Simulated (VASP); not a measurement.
Set up this calculation in VASP 6.6.1, as the native input.

```yaml
Task: single point
Functional: LDA
Potentials_or_basis: VASP PAW LDA potentials, release 64 (Tl_d)
Cutoff: 520 eV
k_mesh: 4 × 4 × 7
Occupations: fermi-dirac, width 0.08 eV
Spin: no spin polarisation
Dipole_correction: no
Further_INCAR_settings: ALGO = Normal; EDIFF = 1e-07; NBANDS = 34
```

The structure of Tl lies in POSCAR:

```
Tl
1.0
    0.0000000000      4.9326824660      4.9326824660
    4.9326824660      0.0000000000      4.9326824660
    2.4663412330      2.4663412330      0.0000000000
Tl
4
Direct
    0.0173572900     -0.0041342617      0.0030883804
   -0.0078343782      0.5101438249     -0.0255801992
    0.4979996213     -0.0154848808      0.0341165281
    0.4959643190      0.4952805125      0.0048831442
```

These files were run (other wordings do the same):

INCAR

```
SYSTEM = Tl
PREC = Accurate ; ENCUT = 520
EDIFF = 1E-7 ; ISMEAR = -1
SIGMA = 0.08 ; LREAL = .False.
LASPH = .True. ; NELM = 60
ALGO = Normal ; ISIF = 2
LWAVE = .False. ; LCHARG = .True.
GGA = CA ; LELF = .True.
LVHAR = .True. ; NBANDS = 34
```

KPOINTS

```
regular mesh
0
Gamma
  4 4 7
  0 0 0
```

Potentials or basis: VASP PAW LDA potentials, release 64 (Tl_d).

Launch:

```bash
$ cat potpaw_LDA.64/Tl_d/POTCAR > POTCAR
$ mpirun -np 1 vasp_std > vasp.out
```

Results of the run:

```json
{
 "Pressure": "-3.3 GPa",
 "Largest force": "0.172 eV/Å",
 "Band gap on the k mesh": "zero (bands 26 and 27 overlap by 3.51 eV)"
}
```

Caveat: the cell stands under tension; spin-orbit coupling is left out, which moves the levels of the heavy elements.

It took 6.5 min on 1 thread of Intel Xeon 8259CL, with other jobs on the host, peak memory 0.32 GiB.
